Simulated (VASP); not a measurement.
# Ag in VASP: further runs

The runs below take Ag through single point, with PBEsol.

All numbers are computed with VASP 6.6.1; they aren't measurements. Logs are shortened: lines on timing, memory, paths and dates and some standing lists are left out, and cuts for length are marked.

## Step 1: The cell of the first run

The cell holds a wire or tube with vacuum around it, 13 atoms: a = 14.000 Å, b = 15.000 Å, c = 6.664 Å, α = 90.00°, β = 90.00°, γ = 90.00°.

## Step 2: Single point, PBEsol

INCAR reads:

```
SYSTEM = Ag
PREC = Accurate ; ENCUT = 520
EDIFF = 1E-6 ; ISMEAR = 0
SIGMA = 0.05 ; LREAL = .FALSE.
LASPH = .TRUE. ; NELM = 80
ALGO = Normal ; ISIF = 2
LWAVE = .FALSE. ; LCHARG = .TRUE.
GGA = PS ; LELF = .TRUE.
LVHAR = .TRUE. ; NBANDS = 84
LUSENCCL = .FALSE.
```

KPOINTS reads:

```
Automatic mesh
0
G
  1 1 8
  0 0 0
```

POSCAR reads:

```
Ag
1.0
   14.0000000000      0.0000000000      0.0000000000
    0.0000000000     15.0000000000      0.0000000000
    0.0000000000      0.0000000000      6.6643296444
Ag
13
Direct
    0.5000000000      0.5000000000      0.0000000000
    0.5000000000      0.3160220654      0.0000000000
    0.5000000000      0.6839779346      0.0000000000
    0.3798516949      0.5000000000      0.3392822375
    0.6201483051      0.5000000000      0.6607177625
    0.3291876461      0.4080579858     -0.0003136288
    0.6708123539      0.5919420142      0.0003136288
    0.5600333541      0.4030506129      0.3394379534
    0.4399666459      0.5969493871      0.6605620466
    0.3291876461      0.5919420142     -0.0003136288
    0.6708123539      0.4080579858      0.0003136288
    0.5600333541      0.5969493871      0.3394379534
    0.4399666459      0.4030506129      0.6605620466
```

Potentials or basis: VASP PAW PBE potentials, release 64 (Ag).

Command:

```console
$ cat potpaw_PBE.64/Ag/POTCAR > POTCAR
$ mpirun -np 1 vasp_std > vasp.out
```

OUTCAR:

```text
SYSTEM = Ag
   PREC = Accurate
   ENCUT = 520
   EDIFF = 1E-6
   ISMEAR = 0
   LREAL = .FALSE.
   LASPH = .TRUE.
   NELM = 80
   ISIF = 2
   GGA = PS

 ion  position               nearest neighbor table
   1  0.500  0.500  0.000-   2 2.76   3 2.76   6 2.76   7 2.76  10 2.76  11 2.76   8 2.82   9 2.82
                            12 2.82  13 2.82   4 2.82   5 2.82
   2  0.500  0.316  0.000-   8 2.74  13 2.74   1 2.76  11 2.76   6 2.76
   3  0.500  0.684  0.000-   9 2.74  12 2.74   1 2.76  10 2.76   7 2.76
   4  0.380  0.500  0.339-   9 2.72  13 2.72  10 2.74   6 2.74   1 2.82  12 2.91   8 2.91
   5  0.620  0.500  0.661-   8 2.72  12 2.72  11 2.74   7 2.74   1 2.82   9 2.91  13 2.91
   6  0.329  0.408  1.000-  13 2.74   4 2.74  10 2.76   1 2.76   2 2.76
   7  0.671  0.592  0.000-  12 2.74   5 2.74  11 2.76   1 2.76   3 2.76
   8  0.560  0.403  0.339-  13 2.72   5 2.72  11 2.74   2 2.74   1 2.82  12 2.91   4 2.91
   9  0.440  0.597  0.661-  12 2.72   4 2.72  10 2.74   3 2.74   1 2.82  13 2.91   5 2.91
  10  0.329  0.592  1.000-   9 2.74   4 2.74   6 2.76   1 2.76   3 2.76
  11  0.671  0.408  0.000-   8 2.74   5 2.74   7 2.76   1 2.76   2 2.76
  12  0.560  0.597  0.339-   9 2.72   5 2.72   7 2.74   3 2.74   1 2.82   8 2.91   4 2.91
  13  0.440  0.403  0.661-   8 2.72   4 2.72   6 2.74   2 2.74   1 2.82   9 2.91   5 2.91

  LATTYP: Found a simple orthorhombic cell.
 ALAT       =     6.6643296444
 B/A-ratio  =     2.1007364202
 C/A-ratio  =     2.2507890216

  Lattice vectors:

 A1 = (   0.0000000000,   0.0000000000,   6.6643296444)
 A2 = (  14.0000000000,   0.0000000000,   0.0000000000)
 A3 = (   0.0000000000,  15.0000000000,   0.0000000000)

Analysis of symmetry for initial positions (statically):
=====================================================================
 Subroutine PRICEL returns:
 Original cell was already a primitive cell.

 Routine SETGRP: Setting up the symmetry group for a
 simple orthorhombic supercell.

 Subroutine GETGRP returns: Found  4 space group operations
 (whereof  4 operations were pure point group operations)
 out of a pool of  8 trial point group operations.

The static configuration has the point symmetry C_2h.

Analysis of symmetry for dynamics (positions and initial velocities):
=====================================================================
 Subroutine PRICEL returns:
 Original cell was already a primitive cell.

 Routine SETGRP: Setting up the symmetry group for a
 simple orthorhombic supercell.

 Subroutine GETGRP returns: Found  4 space group operations
 (whereof  4 operations were pure point group operations)
 out of a pool of  8 trial point group operations.

The dynamic configuration has the point symmetry C_2h.

 Subroutine INISYM returns: Found  4 space group operations
 (whereof  4 operations are pure point group operations),
 and found     1 'primitive' translations

----------------------------------------------------------------------------------------

                                     Primitive cell

  volume of cell :    1399.5092

  direct lattice vectors                    reciprocal lattice vectors
    14.000000000  0.000000000  0.000000000     0.071428571  0.000000000  0.000000000
     0.000000000 15.000000000  0.000000000     0.000000000  0.066666667  0.000000000
     0.000000000  0.000000000  6.664329644     0.000000000  0.000000000  0.150052601

  length of vectors
    14.000000000 15.000000000  6.664329644     0.071428571  0.066666667  0.150052601

  position of ions in fractional coordinates (direct lattice)
     0.500000000  0.500000000  0.000000000
     0.500000000  0.316022065  0.000000000
     0.500000000  0.683977935  0.000000000
     0.379851695  0.500000000  0.339282238
     0.620148305  0.500000000  0.660717762
     0.329187646  0.408057986  0.999686371
     0.670812354  0.591942014  0.000313629
     0.560033354  0.403050613  0.339437953
     0.439966646  0.596949387  0.660562047
     0.329187646  0.591942014  0.999686371
     0.670812354  0.408057986  0.000313629
     0.560033354  0.596949387  0.339437953
     0.439966646  0.403050613  0.660562047

  ion indices of the primitive-cell ions
   primitive index   ion index
                 1           1
                 2           2
                 3           3
                 4           4
                 5           5
                 6           6
                 7           7
                 8           8
                 9           9
                10          10
                11          11
                12          12
                13          13

----------------------------------------------------------------------------------------

 KPOINTS: Automatic mesh

Automatic generation of k-mesh.
 Grid dimensions read from file:
 generate k-points for:    1    1    8

 Generating k-lattice:

  Cartesian coordinates                     Fractional coordinates (reciprocal lattice)
     0.071428571  0.000000000  0.000000000     1.000000000  0.000000000  0.000000000
     0.000000000  0.066666667  0.000000000     0.000000000  1.000000000  0.000000000
     0.000000000  0.000000000  0.018756575     0.000000000  0.000000000  0.125000000

  Length of vectors
     0.071428571  0.066666667  0.018756575

  Shift w.r.t. Gamma in fractional coordinates (k-lattice)
     0.000000000  0.000000000  0.000000000

 Subroutine IBZKPT returns following result:
 ===========================================

 Found      5 irreducible k-points:

 Following reciprocal coordinates:
            Coordinates               Weight
  0.000000  0.000000  0.000000      1.000000
  0.000000  0.000000  0.125000      2.000000
  0.000000  0.000000  0.250000      2.000000
  0.000000  0.000000  0.375000      2.000000
  0.000000  0.000000  0.500000      1.000000
   k-points           NKPTS =      5   k-points in BZ     NKDIM =      5   number of bands    NBANDS=     84
   number of dos      NEDOS =    301   number of ions     NIONS =     13
   total plane-waves  NPLWV = 604800
   dimension x,y,z NGX =   108 NGY =  112 NGZ =   50
   dimension x,y,z NGXF=   216 NGYF=  224 NGZF=  100
   ions per type =              13
   NGX,Y,Z   is equivalent  to a cutoff of  12.82, 12.41, 12.47 a.u.
   NGXF,Y,Z  is equivalent  to a cutoff of  25.65, 24.83, 24.95 a.u.
 SYSTEM =  Ag
   PREC   = accura    normal or accurate (medium, high low for compatibility)
   ISTART =      0    job   : 0-new  1-cont  2-samecut
   ICHARG =      2    charge: 1-file 2-atom 10-const
   ISPIN  =      1    spin polarized calculation?
   LNONCOLLINEAR =      F non collinear calculations
   LSORBIT =      F    spin-orbit coupling
   LASPH  =      T    aspherical Exc in radial PAW
   ENCUT  =  520.0 eV  38.22 Ry    6.18 a.u.  26.03 27.89 12.39*2*pi/ulx,y,z
   NELM   =     80;   NELMIN=  2; NELMDL= -5     # of ELM steps
   EDIFF  = 0.1E-05   stopping-criterion for ELM
   LREAL  =      F    real-space projection
   EDIFFG = 0.1E-04   stopping-criterion for IOM
   NSW    =      0    number of steps for IOM
   IBRION =     -1    ionic relax: 0-MD 1-quasi-New 2-CG
   NFREE  =      0    steps in history (QN), initial steepest desc. (CG)
   ISIF   =      2    stress and relaxation
   ISYM   =      2    0-nonsym 1-usesym 2-fastsym
   POTIM  = 0.5000    time-step for ionic-motion
   TEBEG  =    0.0;   TEEND  =   0.0 temperature during run
   PSTRESS=    0.0 pullay stress
   NELECT =     143.0000    total number of electrons
   NUPDOWN=      -1.0000    fix difference up-down
   EMIN   =  10.00;   EMAX   =-10.00  energy-range for DOS
   EFERMI =   0.00;   METHOD = LEGACY
   ISMEAR =     0;   SIGMA  =   0.05  broadening in eV -4-tet -1-fermi 0-gaus
   EFERMI_NEDOS =   21; number of points for ismear=-14 and -15
   IALGO  =     38    algorithm
   IMIX   =      4    mixing-type and parameters
     AMIX     =   0.40;   BMIX     =  1.00
     AMIX_MAG =   1.60;   BMIX_MAG =  1.00
  volume/ion in A,a.u.               =     107.65       726.49
  Fermi-wavevector in a.u.,A,eV,Ry     =   0.765353  1.446307  7.969812  0.585765
  Thomas-Fermi vector in A             =   1.865455
   LORBIT       =      0    0 simple, 1 ext, 2 COOP (PROOUT), +10 PAW based schemes
   GGA     = PS    functional components
   LHFCALC =     F    Hartree Fock is set to
   AEXX    =    0.0000 exact exchange contribution
   IVDW    =     0    specifies the selected vdW correction
   LEPSILON=     F    determine dielectric tensor
   LRPA    =     F    only Hartree local field effects (RPA)
 non-spin polarized calculation
 Gauss-broadening in eV      SIGMA  =   0.05
  energy-cutoff  :      520.00
  volume of cell :     1399.51
 maximum number of plane-waves:     37699
 NGX is ok and might be reduce to   108
   NGX = 53   NGY = 55   NGZ = 25

 number of electron     143.0000015 magnetization

 Free energy of the ion-electron system (eV)
  ---------------------------------------------------
  ext. energy  EPLUGINS =         0.00000000
  ---------------------------------------------------
  free energy    TOTEN  =       -31.05959055 eV

  energy without entropy =      -31.04508986  energy(sigma->0) =      -31.05234021

 E-fermi :  -2.1809     XC(G=0):  -3.0426

 val. band max:       -2.3563721650   @ k =   0.0000   0.0000   0.1250
 cond. band min:      -2.1452905888   @ k =   0.0000   0.0000   0.2500
 fundamental gap:      0.2110815762
 Fermi energy:        -2.1808836486

 k-point     1 :       0.0000    0.0000    0.0000
  band No.  band energies     occupation
      1      -8.6923      2.00000
      2      -8.2339      2.00000
      3      -8.2336      2.00000
      4      -8.0754      2.00000
      5      -7.9701      2.00000
      6      -7.9675      2.00000
[... 419 lines left out ...]
     82       0.7460      0.00000
     83       2.0824      0.00000
 [bands above 83 left out]

------------------------ aborting loop because EDIFF is reached ----------------------------------------

  FORCE on cell =-STRESS in cart. coord.  units (eV):
  Direction    XX          YY          ZZ          XY          YZ          ZX
  --------------------------------------------------------------------------------------
  -------------------------------------------------------------------------------------
  Total       -0.2592721     -0.2670287     -0.2686425      0.0000000      0.0000000      0.0012746
  in kB       -0.2968183     -0.3056981     -0.3075456      0.0000000      0.0000000      0.0014592
  external PRESSURE =      -0.3033540 kB  Pullay stress =       0.0000000 kB

 VOLUME and BASIS-vectors are now :
 -----------------------------------------------------------------------------
  energy-cutoff  :      520.00
  volume of cell :     1399.51
      direct lattice vectors                 reciprocal lattice vectors
    14.000000000  0.000000000  0.000000000     0.071428571  0.000000000  0.000000000
     0.000000000 15.000000000  0.000000000     0.000000000  0.066666667  0.000000000
     0.000000000  0.000000000  6.664329644     0.000000000  0.000000000  0.150052601

 POSITION                                       TOTAL-FORCE (eV/Angst)
 -----------------------------------------------------------------------------------
      7.00000      7.50000      0.00000         0.000000     -0.000000     -0.000000
      7.00000      4.74033      0.00000         0.000000      0.011348     -0.000000
      7.00000     10.25967      0.00000         0.000000     -0.011348     -0.000000
      5.31792      7.50000      2.26109         0.003063     -0.000000     -0.005699
      8.68208      7.50000      4.40324        -0.003063     -0.000000      0.005699
      4.60863      6.12087      6.66224         0.010092      0.006547     -0.000554
      9.39137      8.87913      0.00209        -0.010092     -0.006547      0.000554
      7.84047      6.04576      2.26213        -0.001262      0.003887     -0.005740
      6.15953      8.95424      4.40220         0.001262     -0.003887      0.005740
      4.60863      8.87913      6.66224         0.010092     -0.006547     -0.000554
      9.39137      6.12087      0.00209        -0.010092      0.006547      0.000554
      7.84047      8.95424      2.26213        -0.001262     -0.003887     -0.005740
      6.15953      6.04576      4.40220         0.001262      0.003887      0.005740
 -----------------------------------------------------------------------------------
    total drift:                                0.000000      0.000000      0.000000

  FREE ENERGIE OF THE ION-ELECTRON SYSTEM (eV)
  ---------------------------------------------------
  free  energy   TOTEN  =       -31.0595905493 eV

  energy  without entropy=      -31.0450898610  energy(sigma->0) =      -31.05234021
```

Run time: 69 s. Hardware: 1 × NVIDIA H100 80GB with 1 thread of Intel Xeon Platinum 8481C at 2.70GHz (Sapphire Rapids), shared host; peak memory 1.9 GiB.

Results:

| Quantity | Value |
| --- | --- |
| Free energy | -31.0596 eV |
| Largest force | 0.012 eV/Å |
| Band gap on the k mesh | zero (an odd number of electrons rules out a gap without spin polarisation) |

Forces on the atoms (eV/Å):
```
Ag   0.000  0.000  0.000
Ag   0.000  0.011  0.000
Ag   0.000 -0.011  0.000
Ag   0.003  0.000 -0.006
Ag  -0.003  0.000  0.006
Ag   0.010  0.007 -0.001
Ag  -0.010 -0.007  0.001
Ag  -0.001  0.004 -0.006
Ag   0.001 -0.004  0.006
Ag   0.010 -0.007 -0.001
Ag  -0.010  0.007  0.001
Ag  -0.001 -0.004 -0.006
Ag   0.001  0.004  0.006
```

Caveat: the PAW data sets were made with another functional, which shifts forces and pressure a little.

## Step 3: Single point, PBEsol

This run uses another cell than the first one.

INCAR reads:

```
ALGO = Normal ; EDIFF = 1E-7
ENCUT = 520 ; GGA = PS
ISIF = 2 ; ISMEAR = 0
LASPH = T ; LCHARG = T
LELF = T ; LREAL = F
LUSENCCL = F ; LVHAR = T
LWAVE = F ; NBANDS = 84
NELM = 100 ; PREC = Accurate
SIGMA = 0.05
```

KPOINTS reads:

```
k-points
0
Gamma
  1 1 8
```

POSCAR reads:

```
Ag
1.0
   14.0000000000      0.0000000000      0.0000000000
    0.0000000000     15.0000000000      0.0000000000
    0.0000000000      0.0000000000      7.0224462601
Ag
13
Direct
    0.5000000000      0.5000000000      0.0000000000
    0.5000000000      0.3088732213      0.0000000000
    0.5000000000      0.6911267787      0.0000000000
    0.3817709674      0.5000000000      0.3333333333
    0.6182290326      0.5000000000      0.6666666667
    0.3226564510      0.4044366106      0.0000000000
    0.6773435490      0.5955633894      0.0000000000
    0.5591145163      0.4044366106      0.3333333333
    0.4408854837      0.5955633894      0.6666666667
    0.3226564510      0.5955633894      0.0000000000
    0.6773435490      0.4044366106      0.0000000000
    0.5591145163      0.5955633894      0.3333333333
    0.4408854837      0.4044366106      0.6666666667
```

Potentials or basis: VASP PAW PBE potentials, release 64 (Ag).

Command:

```console
$ cat potpaw_PBE.64/Ag/POTCAR > POTCAR
$ mpirun -np 1 vasp_std > vasp.out
```

Wall time 66 s (1 × NVIDIA H100 80GB with 1 thread of Intel Xeon Platinum 8481C at 2.70GHz (Sapphire Rapids), shared host); peak memory 2 GiB.

The run converged. Its results:

| Item | Value |
| --- | --- |
| Free energy | -30.4809 eV |
| Largest force | 0.784 eV/Å |
| Band gap on the k mesh | zero (an odd number of electrons rules out a gap without spin polarisation) |

Forces in eV/Å, atoms in the order of the input:
```
Ag   0.000  0.000  0.000
Ag   0.000  0.781  0.000
Ag   0.000 -0.781  0.000
Ag   0.089  0.000 -0.067
Ag  -0.089  0.000  0.067
Ag   0.677  0.395 -0.001
Ag  -0.677 -0.395  0.001
Ag  -0.045  0.079 -0.068
Ag   0.045 -0.079  0.068
Ag   0.677 -0.395 -0.001
Ag  -0.677  0.395  0.001
Ag  -0.045 -0.079 -0.068
Ag   0.045  0.079  0.068
```

Levels at points of the mesh, in eV from the Fermi level:
| k point | band 68 | band 69 | band 70 | band 71 | band 72 | band 73 | band 74 | band 75 |
| --- | --- | --- | --- | --- | --- | --- | --- | --- |
| (0.00, 0.00, 0.00) | -2.25 | -1.46 | -0.91 | -0.25 | -0.24 | 0.48 | 1.15 | 1.15 |
| (0.00, 0.00, 0.50) | -2.13 | -2.13 | -0.70 | -0.70 | 0.07 | 0.08 | 0.60 | 1.32 |

Caveat: the PAW data sets were made with another functional, which shifts forces and pressure a little.

The gap in the log of VASP goes by the Fermi energy; the results here count the filled bands.